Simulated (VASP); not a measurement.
A run of VASP 6.6.1 is set up as follows.

INCAR

```
PREC = Accurate
ENCUT = 600
EDIFF = 1E-6
ISMEAR = -1
SIGMA = 0.1
LREAL = False
LASPH = True
NELM = 80
ALGO = Normal
ISIF = 3
LWAVE = False
LCHARG = False
GGA = PE
IBRION = 2
NSW = 60
EDIFFG = -0.005
PSTRESS = 85.0
```

File KPOINTS:

```
Automatic mesh
0
Gamma
  9 9 5
```

File POSCAR:

```
SnTe
1.0
    4.5098413317      0.0000000000      0.0000000000
   -2.2549206658      3.9056371603      0.0000000000
    0.0000000000      0.0000000000      7.3510413707
Sn Te
2 2
Direct
    0.3333333333      0.6666666667      0.0000000000
    0.6666666667      0.3333333333      0.5000000000
    0.3333333333      0.6666666667      0.3760000000
    0.6666666667      0.3333333333      0.8760000000
```

Potentials or basis: VASP PAW PBE potentials, release 64 (Sn_d, Te).

Launch:

```sh
$ cat potpaw_PBE.64/Sn_d/POTCAR potpaw_PBE.64/Te/POTCAR > POTCAR
$ mpirun -np 1 vasp_std > vasp.out
```

Predict the relaxed cell.

a = 5.088 Å, b = 5.088 Å, c = 6.090 Å, α = 90.00°, β = 90.00°, γ = 120.00°.

Estimate the space group after relaxing (to 0.1 Å).

P6_3/mmc (No. 194).

Final structure:
```cif
data_structure
_symmetry_space_group_name_H-M 'P 1'
_symmetry_Int_Tables_number 1
_cell_length_a 5.0880
_cell_length_b 5.0880
_cell_length_c 6.0899
_cell_angle_alpha 90.000
_cell_angle_beta 90.000
_cell_angle_gamma 120.000
_cell_volume 136.53
loop_
_atom_site_label
_atom_site_type_symbol
_atom_site_fract_x
_atom_site_fract_y
_atom_site_fract_z
_atom_site_occupancy
Sn1 Sn 0.33333 0.66667 0.93801 1
Sn2 Sn 0.66667 0.33333 0.43801 1
Te1 Te 0.33333 0.66667 0.43799 1
Te2 Te 0.66667 0.33333 0.93799 1
```

Caveat: a cell axis changed by over 15 % at a fixed basis, so the end point is rough.
